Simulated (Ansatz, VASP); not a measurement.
One calculation of LaHg, two programs

The input INCAR:

```
SYSTEM = LaHg
  ALGO = Normal
  EDIFF = 1E-8
  ENCUT = 400
  GGA_COMPAT = .False.
  ISIF = 2
  ISMEAR = -1
  LASPH = .True.
  LCHARG = .False.
  LEFG = .True.
  LMAXMIX = 6
  LREAL = .False.
  LWAVE = .False.
  NBANDS = 18
  NELM = 200
  PREC = Accurate
  SIGMA = 0.08
```

File KPOINTS:

```
k-points
0
Gamma
  11 11 11
  0 0 0
```

File POSCAR:

```
LaHg
1.0
    3.7851422917      0.0000000000      0.0000000000
    0.0000000000      3.7851422917      0.0000000000
    0.0000000000      0.0000000000      3.7851422917
La Hg
1 1
Direct
    0.5000000000      0.5000000000      0.5000000000
    0.0000000000      0.0000000000      0.0000000000
```

Input for Ansatz:

```yaml
crystal:
  lattice:
    - [3.7851422917, 0.0, 0.0]
    - [0.0, 3.7851422917, 0.0]
    - [0.0, 0.0, 3.7851422917]
  atoms:
    - { symbol: La, position: [0.5, 0.5, 0.5] }
    - { symbol: Hg, position: [0.0, 0.0, 0.0] }
kpoints:
  mp_grid: { grid: [11, 11, 11] }
scf:
  occupations: { method: fermi_dirac, width: 0.08 }
hamiltonian:
  xc: lda
  pseudopotentials: { kind: all_electron, datasets: crystal }
output:
  forces: true
  stress: true
  eigenvalues: true
  efg: { contact_densities: true }
```

Change from the starting cell: volume scaled by 0.96, crystal datasets.

Alike in both runs: task electric field gradients; functional LDA; k mesh 11 × 11 × 11; occupations fermi-dirac, width 0.08 eV; no spin polarisation.

|  | VASP | Ansatz |
| --- | --- | --- |
| version | VASP 6.6.1 | Ansatz 0.2.0 |
| potentials or method | VASP PAW LDA potentials, release 64 (La, Hg), cutoff 400 eV | all-electron PAW with datasets made for the crystal, scalar-relativistic |

|  | VASP | Ansatz | Ansatz less VASP |
| --- | --- | --- | --- |
| pressure (GPa) | 0.8 | 0.6 | -0.19 |

LDA's correlation is that of Perdew and Zunger in VASP and of Perdew and Wang (1992) in Ansatz. Ansatz ran all-electron here, and VASP with PAW potentials.

Spin-orbit coupling is off throughout.
